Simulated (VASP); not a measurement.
Write the native input for VASP 6.6.1 that does the following.

```
Task                   : single point
Functional             : PBE
Potentials or basis    : VASP PAW PBE potentials, release 64 (Sr_sv, Cl)
Cutoff                 : 520 eV
k mesh                 : 6 × 6 × 6
Occupations            : gaussian, width 0.05 eV
Spin                   : no spin polarisation
Dipole correction      : no
Further INCAR settings : ALGO = Normal; EDIFF = 1e-06; NBANDS = 19
```

The structure of SrCl2 lies in POSCAR:

```
SrCl2
1.0
    0.0000000000      3.5356574859      3.2634118595
    3.5356574859      0.0000000000      3.2634118595
    3.5356574859      3.5356574859      0.0000000000
Sr Cl
1 2
Direct
    0.0000000000      0.0000000000      0.0000000000
    0.2500000000      0.2500000000      0.2500000000
    0.7500000000      0.7500000000      0.7500000000
```

This cell differs from its parent crystal: volume 27.197 Å^3 an atom, c/a of the conventional cell 0.9230.

One way to write it, as run:

INCAR

```
PREC = Accurate
ENCUT = 520
EDIFF = 1E-6
ISMEAR = 0
SIGMA = 0.05
LREAL = F
LASPH = T
NELM = 100
ALGO = Normal
ISIF = 2
LWAVE = F
LCHARG = T
GGA = PE
LELF = T
LVHAR = T
NBANDS = 19
```

KPOINTS

```
Automatic mesh
0
Gamma
  6 6 6
```

Potentials or basis: VASP PAW PBE potentials, release 64 (Sr_sv, Cl).

Run with:

```sh
$ cat potpaw_PBE.64/Sr_sv/POTCAR potpaw_PBE.64/Cl/POTCAR > POTCAR
$ mpirun -np 1 vasp_std > vasp.out
```

It gave:

- Pressure: 2.8 GPa
- Band gap on the k mesh: 4.92 eV, indirect (least direct gap 5.07 eV)

Run time: 22 s on 1 thread of Intel(R) Xeon(R) 6975P-C (Granite Rapids), on a shared host, peak memory 0.23 GiB.
